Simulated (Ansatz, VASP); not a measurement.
**Hf2N in VASP and in Ansatz**

```
Hf N
1.0
     5.29554    0.00000    0.00000
     0.00000    5.29554    0.00000
     0.00000    0.00000    3.22745
Hf N
4 2
Direct
  0.29546 0.29546 0.00000
  0.70454 0.70454 0.00000
  0.79546 0.20454 0.50000
  0.20454 0.79546 0.50000
  0.00000 0.00000 0.00000
  0.50000 0.50000 0.50000
```

Alike in both runs: functional PBEsol; k mesh 8 × 8 × 12; occupations gaussian, width 0.1 eV; no spin polarisation.

Ansatz relaxed the structure, and its values are those at the end. VASP's run is a single point on that final structure, the one shown.

|  | VASP | Ansatz |
| --- | --- | --- |
| version | VASP 6.6.1 | Ansatz 0.2.0 |
| potentials or method | VASP PAW PBE potentials, release 64 (Hf_pv, N), cutoff 520 eV | scalar-relativistic, plane waves, PAW |
| valence electrons in the cell | 50 | 114 |

```tsv
	VASP	Ansatz	Ansatz less VASP
gap on the k mesh at the Fermi level (eV)	none	none	-
pressure (GPa)	-1.0	0.0	+0.98
```

VASP's potentials were made for PBE, not for PBEsol. A gap of «none» marks a metal or a gap that the smearing closes. VASP's potentials hold 50 valence electrons a cell and Ansatz's 114, so a difference there can come from the potentials and not from the codes.

Neither program's run includes spin-orbit coupling.
